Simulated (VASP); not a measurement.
# SnTe: single point with r2SCAN

SnTe:

```
Sn Te
1.0
     0.13032    3.22397    3.22397
     3.22397    0.13032    3.22397
     3.22397    3.22397    0.13032
Sn Te
1 1
Direct
  0.00000 0.00000 0.00000
  0.50000 0.50000 0.50000
```

This cell differs from its parent crystal: epitaxial 111 strain -3.0%.

```yaml
Program: VASP 6.6.1
Task: single point
Functional: r2SCAN
Potentials_or_basis: VASP PAW PBE potentials, release 64 (Sn_d, Te)
Cutoff: 520 eV
k_mesh: 8 × 8 × 8
Occupations: fermi-dirac, width 0.02 eV
Spin: non-collinear spin, zero start, spin-orbit coupling
Starting_moments: "[[0.0, 0.0, 0.0], [0.0, 0.0, 0.0]] μB"
Dipole_correction: no
Further_INCAR_settings: ALGO = Normal; EDIFF = 1e-06; NBANDS = 32
```

```
Pressure                                              : 1.2 GPa
Net moment                                            : 0.00 μB per cell
Valence electrons inside the program's atomic spheres : Sn 12.08; Te 3.42
```

Stress tensor (GPa, compression positive):
```
 1.20 -0.72 -0.72
-0.72  1.20 -0.72
-0.72 -0.72  1.20
```

Moments on the atoms (μB; x, y, z):
```
Sn  0.00 0.00 0.00
Te  0.00 0.00 0.00
```

It took 12 min on 1 thread of Intel(R) Xeon(R) 6975P-C (Granite Rapids), on a shared host, peak memory 0.56 GiB.

Caveat: the cell differs from its parent crystal (epitaxial 111 strain -3.0%); the PAW data sets were made with another functional, which shifts forces and pressure a little.
